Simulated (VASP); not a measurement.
# Li in VASP: single point with PBEsol

Aim: the single point of Li with PBEsol.

All numbers are computed with VASP 6.6.1; they aren't measurements. Logs are shortened: lines on timing, memory, paths and dates and some standing lists are left out, and cuts for length are marked.

## 1. The cell of the first run

The cell holds a slab with vacuum, 12 atoms: a = 3.432 Å, b = 2.972 Å, c = 42.694 Å, α = 90.00°, β = 90.00°, γ = 54.74°.

## 2. Single point, PBEsol

Input file INCAR:

```
PREC = Accurate
ENCUT = 520
EDIFF = 1E-6
ISMEAR = 1
SIGMA = 0.1
LREAL = False
LASPH = True
NELM = 60
ALGO = Normal
ISIF = 2
LWAVE = False
LCHARG = True
LDIPOL = True
IDIPOL = 3
DIPOL = 0.5 0.5 0.500
GGA = PS
LELF = True
LVHAR = True
LVACPOTAV = True
NBANDS = 30
```

Input file KPOINTS:

```
regular mesh
0
Gamma
  13 13 1
```

Input file POSCAR:

```
Li
1.0
    3.4319415000      0.0000000000      0.0000000000
    1.7159707500      2.4267491080      0.0000000000
    0.0000000000      0.0000000000     42.6942401830
Li
12
Direct
    0.5000000000      0.0000000000      0.1873789056
    0.0000000000      0.0000000000      0.2442191046
    0.5000000000      0.0000000000      0.3010593036
    0.0000000000      0.0000000000      0.3578995025
    0.5000000000      0.0000000000      0.4147397015
    0.0000000000      0.0000000000      0.4715799005
    0.5000000000      0.0000000000      0.5284200995
    0.0000000000      0.0000000000      0.5852602985
    0.5000000000      0.0000000000      0.6421004975
    0.0000000000      0.0000000000      0.6989406964
    0.5000000000      0.0000000000      0.7557808954
    0.0000000000      0.0000000000      0.8126210944
```

Potentials or basis: VASP PAW PBE potentials, release 64 (Li_sv).

Launch:

```bash
$ cat potpaw_PBE.64/Li_sv/POTCAR > POTCAR
$ mpirun -np 1 vasp_std > vasp.out
```

OUTCAR:

```text
PREC = Accurate
   ENCUT = 520
   EDIFF = 1E-6
   ISMEAR = 1
   LREAL = False
   LASPH = True
   NELM = 60
   ISIF = 2
   GGA = PS

 ion  position               nearest neighbor table
   1  0.500  0.000  0.187-
   2  0.000  0.000  0.244-
   3  0.500  0.000  0.301-
   4  0.000  0.000  0.358-
   5  0.500  0.000  0.415-
   6  0.000  0.000  0.472-
   7  0.500  0.000  0.528-
   8  0.000  0.000  0.585-
   9  0.500  0.000  0.642-
  10  0.000  0.000  0.699-
  11  0.500  0.000  0.756-
  12  0.000  0.000  0.813-

  LATTYP: Found a base centered orthorhombic cell.
 ALAT       =     3.4319415000
 B/A-ratio  =     1.4142135628
 C/A-ratio  =    12.4402587232

  Lattice vectors:

 A1 = (   1.7159707500,  -2.4267491080,   0.0000000000)
 A2 = (   1.7159707500,   2.4267491080,   0.0000000000)
 A3 = (   0.0000000000,   0.0000000000,  42.6942401830)

Analysis of symmetry for initial positions (statically):
=====================================================================
 Subroutine PRICEL returns:
 Original cell was already a primitive cell.

 Routine SETGRP: Setting up the symmetry group for a
 base centered orthorhombic supercell.

 Subroutine GETGRP returns: Found  8 space group operations
 (whereof  4 operations were pure point group operations)
 out of a pool of  8 trial point group operations.

The static configuration has the point symmetry C_2v.
 The point group associated with its full space group is D_2h.

Analysis of symmetry for dynamics (positions and initial velocities):
=====================================================================
 Subroutine PRICEL returns:
 Original cell was already a primitive cell.

 Routine SETGRP: Setting up the symmetry group for a
 base centered orthorhombic supercell.

 Subroutine GETGRP returns: Found  8 space group operations
 (whereof  4 operations were pure point group operations)
 out of a pool of  8 trial point group operations.

The dynamic configuration has the point symmetry C_2v.
 The point group associated with its full space group is D_2h.

 Subroutine INISYM returns: Found  8 space group operations
 (whereof  4 operations are pure point group operations),
 and found     1 'primitive' translations

----------------------------------------------------------------------------------------

                                     Primitive cell

  volume of cell :     355.5773

  direct lattice vectors                    reciprocal lattice vectors
     3.431941500  0.000000000  0.000000000     0.291380258 -0.206036956  0.000000000
     1.715970750  2.426749108  0.000000000     0.000000000  0.412073913  0.000000000
     0.000000000  0.000000000 42.694240183     0.000000000  0.000000000  0.023422363

  length of vectors
     3.431941500  2.972148524 42.694240183     0.356866477  0.412073913  0.023422363

  position of ions in fractional coordinates (direct lattice)
     0.500000000  0.000000000  0.187378906
     0.000000000  0.000000000  0.244219105
     0.500000000  0.000000000  0.301059304
     0.000000000  0.000000000  0.357899502
     0.500000000  0.000000000  0.414739701
     0.000000000  0.000000000  0.471579900
     0.500000000  0.000000000  0.528420100
     0.000000000  0.000000000  0.585260299
     0.500000000  0.000000000  0.642100498
     0.000000000  0.000000000  0.698940696
     0.500000000  0.000000000  0.755780895
     0.000000000  0.000000000  0.812621094

  ion indices of the primitive-cell ions
   primitive index   ion index
                 1           1
                 2           2
                 3           3
                 4           4
                 5           5
                 6           6
                 7           7
                 8           8
                 9           9
                10          10
                11          11
                12          12

----------------------------------------------------------------------------------------

 KPOINTS: regular mesh

Automatic generation of k-mesh.
 Grid dimensions read from file:
 generate k-points for:   13   13    1

 Generating k-lattice:

  Cartesian coordinates                     Fractional coordinates (reciprocal lattice)
     0.022413866 -0.015848997  0.000000000     0.076923077 -0.000000000  0.000000000
     0.000000000  0.031697993  0.000000000     0.000000000  0.076923077  0.000000000
     0.000000000  0.000000000  0.023422363     0.000000000  0.000000000  1.000000000

  Length of vectors
     0.027451267  0.031697993  0.023422363

  Shift w.r.t. Gamma in fractional coordinates (k-lattice)
     0.000000000  0.000000000  0.000000000

 Subroutine IBZKPT returns following result:
 ===========================================

 Found     49 irreducible k-points:

 Following reciprocal coordinates:
            Coordinates               Weight
  0.000000  0.000000  0.000000      1.000000
  0.076923  0.000000  0.000000      4.000000
  0.153846  0.000000  0.000000      4.000000
  0.230769  0.000000  0.000000      4.000000
  0.307692  0.000000  0.000000      4.000000
  0.384615  0.000000  0.000000      4.000000
[... 16 lines left out ...]
  0.461538  0.153846  0.000000      4.000000
 -0.461538  0.153846  0.000000      4.000000
 [... further k-points ...]
   k-points           NKPTS =     49   k-points in BZ     NKDIM =     49   number of bands    NBANDS=     30
   number of dos      NEDOS =    301   number of ions     NIONS =     12
   total plane-waves  NPLWV = 215040
   dimension x,y,z NGX =    28 NGY =   24 NGZ =  320
   dimension x,y,z NGXF=    56 NGYF=   48 NGZF=  640
   ions per type =              12
   NGX,Y,Z   is equivalent  to a cutoff of  13.56, 13.42, 12.46 a.u.
   NGXF,Y,Z  is equivalent  to a cutoff of  27.13, 26.85, 24.92 a.u.
 SYSTEM =  unknown system
   PREC   = accura    normal or accurate (medium, high low for compatibility)
   ISTART =      0    job   : 0-new  1-cont  2-samecut
   ICHARG =      2    charge: 1-file 2-atom 10-const
   ISPIN  =      1    spin polarized calculation?
   LNONCOLLINEAR =      F non collinear calculations
   LSORBIT =      F    spin-orbit coupling
   LASPH  =      T    aspherical Exc in radial PAW
   ENCUT  =  520.0 eV  38.22 Ry    6.18 a.u.   6.38  5.53 79.38*2*pi/ulx,y,z
   NELM   =     60;   NELMIN=  2; NELMDL= -5     # of ELM steps
   EDIFF  = 0.1E-05   stopping-criterion for ELM
   LREAL  =      F    real-space projection
   EDIFFG = 0.1E-04   stopping-criterion for IOM
   NSW    =      0    number of steps for IOM
   IBRION =     -1    ionic relax: 0-MD 1-quasi-New 2-CG
   NFREE  =      0    steps in history (QN), initial steepest desc. (CG)
   ISIF   =      2    stress and relaxation
   ISYM   =      2    0-nonsym 1-usesym 2-fastsym
   POTIM  = 0.5000    time-step for ionic-motion
   TEBEG  =    0.0;   TEEND  =   0.0 temperature during run
   PSTRESS=    0.0 pullay stress
   NELECT =      36.0000    total number of electrons
   NUPDOWN=      -1.0000    fix difference up-down
   EMIN   =  10.00;   EMAX   =-10.00  energy-range for DOS
   EFERMI =   0.00;   METHOD = LEGACY
   ISMEAR =     1;   SIGMA  =   0.10  broadening in eV -4-tet -1-fermi 0-gaus
   EFERMI_NEDOS =   21; number of points for ismear=-14 and -15
   IALGO  =     38    algorithm
   IMIX   =      4    mixing-type and parameters
     AMIX     =   0.40;   BMIX     =  1.00
     AMIX_MAG =   1.60;   BMIX_MAG =  1.00
  volume/ion in A,a.u.               =      29.63       199.96
  Fermi-wavevector in a.u.,A,eV,Ry     =   0.763011  1.441882  7.921125  0.582186
  Thomas-Fermi vector in A             =   1.862599
   LORBIT       =      0    0 simple, 1 ext, 2 COOP (PROOUT), +10 PAW based schemes
   GGA     = PS    functional components
   LHFCALC =     F    Hartree Fock is set to
   AEXX    =    0.0000 exact exchange contribution
   IVDW    =     0    specifies the selected vdW correction
   LEPSILON=     F    determine dielectric tensor
   LRPA    =     F    only Hartree local field effects (RPA)
 non-spin polarized calculation
 Methfessel and Paxton  Order N= 1 SIGMA  =   0.10
  energy-cutoff  :      520.00
  volume of cell :      355.58
 maximum number of plane-waves:      9703
 NGX is ok and might be reduce to    28
   NGX = 13   NGY = 11   NGZ =159

 dipolmoment           0.000000      0.000000     -0.000000 electrons x Angstroem

 number of electron      35.9999999 magnetization

 dipolmoment           0.000000      0.000000      0.000000 electrons x Angstroem

 Free energy of the ion-electron system (eV)
  ---------------------------------------------------
  ext. energy  EPLUGINS =         0.00000000
  ---------------------------------------------------
  free energy    TOTEN  =       -23.05180303 eV

  energy without entropy =      -23.05228179  energy(sigma->0) =      -23.05196262

 E-fermi :  -0.5003     XC(G=0):  -5.1828

 val. band max:       -0.5056055301   @ k =  -0.3077   0.1538   0.0000
 cond. band min:      -0.4948782514   @ k =  -0.1538   0.1538   0.0000
 fundamental gap:      0.0107272786
 Fermi energy:        -0.5002900185

 k-point     1 :       0.0000    0.0000    0.0000
  band No.  band energies     occupation
      1     -46.8996      2.00000
      2     -46.8996      2.00000
      3     -46.4562      2.00000
      4     -46.4561      2.00000
      5     -46.4532      2.00000
      6     -46.4505      2.00000
[... 22 lines left out ...]
     29       3.2562      0.00000
     30       3.9974      0.00000

 k-point     2 :       0.0769    0.0000    0.0000
  band No.  band energies     occupation
      1     -46.8990      2.00000
      2     -46.8990      2.00000
      3     -46.4554      2.00000
      4     -46.4554      2.00000
      5     -46.4523      2.00000
      6     -46.4498      2.00000
[... 22 lines left out ...]
     29       3.3242      0.00000
     30       4.0664      0.00000

 k-point     3 :       0.1538    0.0000    0.0000
  band No.  band energies     occupation
      1     -46.8974      2.00000
      2     -46.8974      2.00000
      3     -46.4533      2.00000
      4     -46.4533      2.00000
      5     -46.4500      2.00000
      6     -46.4476      2.00000
[... 22 lines left out ...]
     29       3.4989      0.00000
     30       4.2699      0.00000

 k-point     4 :       0.2308    0.0000    0.0000
  band No.  band energies     occupation
      1     -46.8951      2.00000
      2     -46.8951      2.00000
      3     -46.4502      2.00000
      4     -46.4502      2.00000
      5     -46.4464      2.00000
      6     -46.4445      2.00000
[... 22 lines left out ...]
     29       3.7024      0.00000
     30       4.4508      0.00000

 k-point     5 :       0.3077    0.0000    0.0000
  band No.  band energies     occupation
      1     -46.8926      2.00000
      2     -46.8926      2.00000
      3     -46.4470      2.00000
      4     -46.4469      2.00000
      5     -46.4423      2.00000
      6     -46.4410      2.00000
[... 22 lines left out ...]
     29       3.8505      0.00000
     30       4.3002      0.00000
[... 526 lines left out ...]
     29       3.9221      0.00000
     30       4.7844      0.00000

 k-point    22 :       0.3846    0.1538    0.0000
  band No.  band energies     occupation
      1     -46.8925      2.00000
      2     -46.8925      2.00000
      3     -46.4464      2.00000
      4     -46.4464      2.00000
      5     -46.4412      2.00000
      6     -46.4402      2.00000
[... 22 lines left out ...]
     29       4.2937      0.00000
     30       4.5892      0.00000

 k-point    23 :       0.4615    0.1538    0.0000
  band No.  band energies     occupation
      1     -46.8903      2.00000
      2     -46.8903      2.00000
      3     -46.4436      2.00000
      4     -46.4436      2.00000
      5     -46.4372      2.00000
      6     -46.4370      2.00000
[... 22 lines left out ...]
     29       3.3380      0.00000
     30       3.6595      0.00000

 k-point    24 :      -0.4615    0.1538    0.0000
  band No.  band energies     occupation
      1     -46.8886      2.00000
      2     -46.8885      2.00000
      3     -46.4416      2.00000
      4     -46.4416      2.00000
      5     -46.4351      2.00000
      6     -46.4351      2.00000
[... 22 lines left out ...]
     29       3.1530      0.00000
     30       3.3085      0.00000

 [... further k-points ...]

------------------------ aborting loop because EDIFF is reached ----------------------------------------

  FORCE on cell =-STRESS in cart. coord.  units (eV):
  Direction    XX          YY          ZZ          XY          YZ          ZX
  --------------------------------------------------------------------------------------
  -------------------------------------------------------------------------------------
  Total       -0.2289494      0.0035044     -0.3158071      0.0000000      0.0000000      0.0000000
  in kB       -1.0316111      0.0157905     -1.4229787      0.0000000      0.0000000      0.0000000
  external PRESSURE =      -0.8129331 kB  Pullay stress =       0.0000000 kB

 VOLUME and BASIS-vectors are now :
 -----------------------------------------------------------------------------
  energy-cutoff  :      520.00
  volume of cell :      355.58
      direct lattice vectors                 reciprocal lattice vectors
     3.431941500  0.000000000  0.000000000     0.291380258 -0.206036956  0.000000000
     1.715970750  2.426749108  0.000000000     0.000000000  0.412073913  0.000000000
     0.000000000  0.000000000 42.694240183     0.000000000  0.000000000  0.023422363

 POSITION                                       TOTAL-FORCE (eV/Angst)
 -----------------------------------------------------------------------------------
      1.71597      0.00000      8.00000        -0.000000      0.000000      0.071870
      0.00000      0.00000     10.42675         0.000000      0.000000     -0.076823
      1.71597      0.00000     12.85350        -0.000000      0.000000     -0.010151
      0.00000      0.00000     15.28025        -0.000000      0.000000      0.003642
      1.71597      0.00000     17.70700        -0.000000      0.000000     -0.006114
      0.00000      0.00000     20.13375         0.000000      0.000000      0.011800
      1.71597      0.00000     22.56049        -0.000000      0.000000     -0.011800
      0.00000      0.00000     24.98724         0.000000      0.000000      0.006114
      1.71597      0.00000     27.41399         0.000000      0.000000     -0.003642
      0.00000      0.00000     29.84074         0.000000      0.000000      0.010151
      1.71597      0.00000     32.26749        -0.000000      0.000000      0.076823
      0.00000      0.00000     34.69424         0.000000      0.000000     -0.071870
 -----------------------------------------------------------------------------------
    total drift:                                0.000000      0.000000     -0.000000

  FREE ENERGIE OF THE ION-ELECTRON SYSTEM (eV)
  ---------------------------------------------------
  free  energy   TOTEN  =       -23.0518030310 eV

  energy  without entropy=      -23.0522817877  energy(sigma->0) =      -23.05196262

 vacuum level on the upper side and lower side of the slab         2.758         2.758
```

Run time: 15 min. Hardware: 1 thread of Intel Xeon Platinum 8259CL at 2.50GHz (Skylake/Cascade Lake), shared host; peak memory 0.69 GiB.

Results:

```
Free energy            : -23.0518 eV
Largest force          : 0.077 eV/Å
Band gap on the k mesh : zero (bands 18 and 19 overlap by 4.36 eV)
```

Forces on the atoms (eV/Å):
```
Li   0.000  0.000  0.072
Li   0.000  0.000 -0.077
Li   0.000  0.000 -0.010
Li   0.000  0.000  0.004
Li   0.000  0.000 -0.006
Li   0.000  0.000  0.012
Li   0.000  0.000 -0.012
Li   0.000  0.000  0.006
Li   0.000  0.000 -0.004
Li   0.000  0.000  0.010
Li   0.000  0.000  0.077
Li   0.000  0.000 -0.072
```

Caveat: the cutoff is under 1.25 times the usual one of these potentials, so pressure, stress and relaxed cells hold a basis-set (Pulay) error; the PAW data sets were made with another functional, which shifts forces and pressure a little.
